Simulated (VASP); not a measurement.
# Se (Fm-3m) in VASP: single point with PBE

Aim: the single point of Se with PBE.

All numbers are computed with VASP 6.6.1; they aren't measurements. Logs are shortened: lines on timing, memory, paths and dates and some standing lists are left out, and cuts for length are marked.

### Step 1. The cell of the first run

The structure is cubic, space group Fm-3m (No. 225). Conventional cell: a = 4.338 Å, b = 4.338 Å, c = 4.338 Å, α = 90.00°, β = 90.00°, γ = 90.00°. Se (site symmetry m-3m) has 12 Se at 3.07 Å within 4.0 Å.

### Step 2. Single point, PBE

Input file INCAR:

```
SYSTEM = Se
PREC = Accurate
ENCUT = 520
EDIFF = 1E-6
ISMEAR = -1
SIGMA = 0.13605693000000002
LREAL = .False.
LASPH = .True.
NELM = 60
ALGO = Normal
ISIF = 2
LWAVE = .False.
LCHARG = .True.
GGA = PE
LELF = .True.
LVHAR = .True.
NBANDS = 9
```

Input file KPOINTS:

```
Automatic mesh
0
Gamma
  13 13 13
  0 0 0
```

Input file POSCAR:

```
Se
1.0
    0.0000000000      2.1692342998      2.1692342998
    2.1692342998      0.0000000000      2.1692342998
    2.1692342998      2.1692342998      0.0000000000
Se
1
Direct
    0.0000000000      0.0000000000      0.0000000000
```

Potentials or basis: VASP PAW PBE potentials, release 64 (Se).

Command:

```sh
> cat potpaw_PBE.64/Se/POTCAR > POTCAR
> mpirun -np 1 vasp_std > vasp.out
```

OUTCAR:

```text
SYSTEM = Se
   PREC = Accurate
   ENCUT = 520
   EDIFF = 1E-6
   ISMEAR = -1
   LREAL = .False.
   LASPH = .True.
   NELM = 60
   ISIF = 2
   GGA = PE

 ion  position               nearest neighbor table
   1  0.000  0.000  0.000-

  LATTYP: Found a face centered cubic cell.
 ALAT       =     4.3384685996

  Lattice vectors:

 A1 = (   0.0000000000,   2.1692342998,   2.1692342998)
 A2 = (   2.1692342998,   0.0000000000,   2.1692342998)
 A3 = (   2.1692342998,   2.1692342998,   0.0000000000)

Analysis of symmetry for initial positions (statically):
=====================================================================
 Subroutine PRICEL returns:
 Original cell was already a primitive cell.

 Routine SETGRP: Setting up the symmetry group for a
 face centered cubic supercell.

 Subroutine GETGRP returns: Found 48 space group operations
 (whereof 48 operations were pure point group operations)
 out of a pool of 48 trial point group operations.

The static configuration has the point symmetry O_h .

Analysis of symmetry for dynamics (positions and initial velocities):
=====================================================================
 Subroutine PRICEL returns:
 Original cell was already a primitive cell.

 Routine SETGRP: Setting up the symmetry group for a
 face centered cubic supercell.

 Subroutine GETGRP returns: Found 48 space group operations
 (whereof 48 operations were pure point group operations)
 out of a pool of 48 trial point group operations.

The dynamic configuration has the point symmetry O_h .

 Subroutine INISYM returns: Found 48 space group operations
 (whereof 48 operations are pure point group operations),
 and found     1 'primitive' translations

----------------------------------------------------------------------------------------

                                     Primitive cell

  volume of cell :      20.4150

  direct lattice vectors                    reciprocal lattice vectors
     0.000000000  2.169234300  2.169234300    -0.230496079  0.230496079  0.230496079
     2.169234300  0.000000000  2.169234300     0.230496079 -0.230496079  0.230496079
     2.169234300  2.169234300  0.000000000     0.230496079  0.230496079 -0.230496079

  length of vectors
     3.067760567  3.067760567  3.067760567     0.399230919  0.399230919  0.399230919

  position of ions in fractional coordinates (direct lattice)
     0.000000000  0.000000000  0.000000000

  ion indices of the primitive-cell ions
   primitive index   ion index
                 1           1

----------------------------------------------------------------------------------------

 KPOINTS: Automatic mesh

Automatic generation of k-mesh.
 Grid dimensions read from file:
 generate k-points for:   13   13   13

 Generating k-lattice:

  Cartesian coordinates                     Fractional coordinates (reciprocal lattice)
    -0.017730468  0.017730468  0.017730468     0.076923077  0.000000000  0.000000000
     0.017730468 -0.017730468  0.017730468     0.000000000  0.076923077  0.000000000
     0.017730468  0.017730468 -0.017730468     0.000000000  0.000000000  0.076923077

  Length of vectors
     0.030710071  0.030710071  0.030710071

  Shift w.r.t. Gamma in fractional coordinates (k-lattice)
     0.000000000  0.000000000  0.000000000

 Subroutine IBZKPT returns following result:
 ===========================================

 Found     84 irreducible k-points:

 Following reciprocal coordinates:
            Coordinates               Weight
  0.000000  0.000000  0.000000      1.000000
  0.076923  0.000000  0.000000      8.000000
  0.153846  0.000000  0.000000      8.000000
  0.230769  0.000000  0.000000      8.000000
  0.307692  0.000000  0.000000      8.000000
  0.384615  0.000000  0.000000      8.000000
[... 16 lines left out ...]
  0.384615  0.153846  0.000000     24.000000
  0.461538  0.153846  0.000000     24.000000
 [... further k-points ...]
   k-points           NKPTS =     84   k-points in BZ     NKDIM =     84   number of bands    NBANDS=      9
   number of dos      NEDOS =    301   number of ions     NIONS =      1
   total plane-waves  NPLWV =  13824
   dimension x,y,z NGX =    24 NGY =   24 NGZ =   24
   dimension x,y,z NGXF=    48 NGYF=   48 NGZF=   48
   ions per type =               1
   NGX,Y,Z   is equivalent  to a cutoff of  13.01, 13.01, 13.01 a.u.
   NGXF,Y,Z  is equivalent  to a cutoff of  26.01, 26.01, 26.01 a.u.
 SYSTEM =  Se
   PREC   = accura    normal or accurate (medium, high low for compatibility)
   ISTART =      0    job   : 0-new  1-cont  2-samecut
   ICHARG =      2    charge: 1-file 2-atom 10-const
   ISPIN  =      1    spin polarized calculation?
   LNONCOLLINEAR =      F non collinear calculations
   LSORBIT =      F    spin-orbit coupling
   LASPH  =      T    aspherical Exc in radial PAW
   ENCUT  =  520.0 eV  38.22 Ry    6.18 a.u.   5.70  5.70  5.70*2*pi/ulx,y,z
   NELM   =     60;   NELMIN=  2; NELMDL= -5     # of ELM steps
   EDIFF  = 0.1E-05   stopping-criterion for ELM
   LREAL  =      F    real-space projection
   EDIFFG = 0.1E-04   stopping-criterion for IOM
   NSW    =      0    number of steps for IOM
   IBRION =     -1    ionic relax: 0-MD 1-quasi-New 2-CG
   NFREE  =      0    steps in history (QN), initial steepest desc. (CG)
   ISIF   =      2    stress and relaxation
   ISYM   =      2    0-nonsym 1-usesym 2-fastsym
   POTIM  = 0.5000    time-step for ionic-motion
   TEBEG  =    0.0;   TEEND  =   0.0 temperature during run
   PSTRESS=    0.0 pullay stress
   NELECT =       6.0000    total number of electrons
   NUPDOWN=      -1.0000    fix difference up-down
   EMIN   =  10.00;   EMAX   =-10.00  energy-range for DOS
   EFERMI =   0.00;   METHOD = LEGACY
   ISMEAR =    -1;   SIGMA  =   0.14  broadening in eV -4-tet -1-fermi 0-gaus
   EFERMI_NEDOS =   21; number of points for ismear=-14 and -15
   IALGO  =     38    algorithm
   IMIX   =      4    mixing-type and parameters
     AMIX     =   0.40;   BMIX     =  1.00
     AMIX_MAG =   1.60;   BMIX_MAG =  1.00
  volume/ion in A,a.u.               =      20.41       137.77
  Fermi-wavevector in a.u.,A,eV,Ry     =   1.088451  2.056874 16.119163  1.184725
  Thomas-Fermi vector in A             =   2.224633
   LORBIT       =      0    0 simple, 1 ext, 2 COOP (PROOUT), +10 PAW based schemes
   GGA     = PE    functional components
   LHFCALC =     F    Hartree Fock is set to
   AEXX    =    0.0000 exact exchange contribution
   IVDW    =     0    specifies the selected vdW correction
   LEPSILON=     F    determine dielectric tensor
   LRPA    =     F    only Hartree local field effects (RPA)
 non-spin polarized calculation
  energy-cutoff  :      520.00
  volume of cell :       20.41
 maximum number of plane-waves:       561
   NGX = 11   NGY = 11   NGZ = 11

 number of electron       6.0000001 magnetization

 Free energy of the ion-electron system (eV)
  ---------------------------------------------------
  ext. energy  EPLUGINS =         0.00000000
  ---------------------------------------------------
  free energy    TOTEN  =        -2.80194656 eV

  energy without entropy =       -2.74699778  energy(sigma->0) =       -2.77447217

 E-fermi :   5.3581     XC(G=0): -10.5865

 val. band max:        5.3425644454   @ k =   0.4615   0.1538   0.0000
 cond. band min:       5.3805965940   @ k =  -0.4615   0.3077   0.1538
 fundamental gap:      0.0380321486
 Fermi energy:         5.3581163760

 k-point     1 :       0.0000    0.0000    0.0000
  band No.  band energies     occupation
      1     -10.6394      2.00000
      2       8.3749      0.00000
      3       8.3749      0.00000
      4       8.3749      0.00000
      5      16.4077      0.00000
      6      17.3892      0.00000
      7      17.3892      0.00000
      8      17.3892      0.00000
      9      20.8608      0.00000

 k-point     2 :       0.0769    0.0000    0.0000
  band No.  band energies     occupation
      1     -10.5227      2.00000
      2       7.5557      0.00000
      3       8.2793      0.00000
      4       8.2793      0.00000
      5      16.5200      0.00000
      6      17.3568      0.00000
      7      17.6093      0.00000
      8      17.6093      0.00000
      9      21.9630      0.00000

 k-point     3 :       0.1538    0.0000    0.0000
  band No.  band energies     occupation
      1     -10.1777      2.00000
      2       5.7151      0.13527
      3       8.0356      0.00000
      4       8.0356      0.00000
      5      15.6693      0.00000
      6      18.0444      0.00000
      7      18.0444      0.00000
      8      18.7879      0.00000
      9      21.3140      0.00000

 k-point     4 :       0.2308    0.0000    0.0000
  band No.  band energies     occupation
      1      -9.6231      2.00000
      2       3.6024      2.00000
      3       7.7343      0.00000
      4       7.7343      0.00000
      5      14.9035      0.00000
      6      17.9785      0.00000
      7      17.9785      0.00000
      8      20.3613      0.00000
      9      21.5202      0.00000
[... 205 lines left out ...]
 k-point    22 :       0.3077    0.1538    0.0000
  band No.  band energies     occupation
      1      -9.0086      2.00000
      2       2.9914      2.00000
      3       6.4332      0.00074
      4       6.4620      0.00060
      5      14.2470      0.00000
      6      15.9644      0.00000
      7      19.0157      0.00000
      8      19.8754      0.00000
      9      24.0560      0.00000

 k-point    23 :       0.3846    0.1538    0.0000
  band No.  band energies     occupation
      1      -8.2756      2.00000
      2       1.2302      2.00000
      3       5.8676      0.04620
      4       6.3038      0.00191
      5      13.9030      0.00000
      6      16.4447      0.00000
      7      19.1867      0.00000
      8      19.4122      0.00000
      9      23.9662      0.00000

 k-point    24 :       0.4615    0.1538    0.0000
  band No.  band energies     occupation
      1      -7.5606      2.00000
      2      -0.1704      2.00000
      3       5.3426      1.05709
      4       6.3167      0.00174
      5      13.7504      0.00000
      6      16.5889      0.00000
      7      18.5088      0.00000
      8      20.7748      0.00000
      9      23.5561      0.00000

 [... further k-points ...]
[... 5 lines left out ...]
  --------------------------------------------------------------------------------------
  -------------------------------------------------------------------------------------
  Total        0.0211036      0.0211036      0.0211036      0.0000000      0.0000000      0.0000000
  in kB        1.6562201      1.6562201      1.6562201      0.0000000      0.0000000      0.0000000
  external PRESSURE =       1.6562201 kB  Pullay stress =       0.0000000 kB

 VOLUME and BASIS-vectors are now :
 -----------------------------------------------------------------------------
  energy-cutoff  :      520.00
  volume of cell :       20.41
      direct lattice vectors                 reciprocal lattice vectors
     0.000000000  2.169234300  2.169234300    -0.230496079  0.230496079  0.230496079
     2.169234300  0.000000000  2.169234300     0.230496079 -0.230496079  0.230496079
     2.169234300  2.169234300  0.000000000     0.230496079  0.230496079 -0.230496079

 POSITION                                       TOTAL-FORCE (eV/Angst)
 -----------------------------------------------------------------------------------
      0.00000      0.00000      0.00000         0.000000      0.000000     -0.000000
 -----------------------------------------------------------------------------------
    total drift:                                0.000000     -0.000000     -0.000000

  FREE ENERGIE OF THE ION-ELECTRON SYSTEM (eV)
  ---------------------------------------------------
  free  energy   TOTEN  =        -2.8019465629 eV

  energy  without entropy=       -2.7469977763  energy(sigma->0) =       -2.77447217
```

Wall time 8.9 s (1 thread of Intel Xeon Platinum 8488C (Sapphire Rapids), shared host); peak memory 0.14 GiB.

Results:

```
Free energy            : -2.8019 eV
Pressure               : 0.2 GPa
Band gap on the k mesh : zero (band 3 reaches 8.37 eV, above the bottom of band 4 at 3.39 eV)
```

Levels at points of the mesh, in eV from the Fermi level:
```tsv
k point	band 1	band 2	band 3	band 4	band 5	band 6	band 7
(0.00, 0.00, 0.00)	-16.00	3.02	3.02	3.02	11.05	12.03	12.03
```
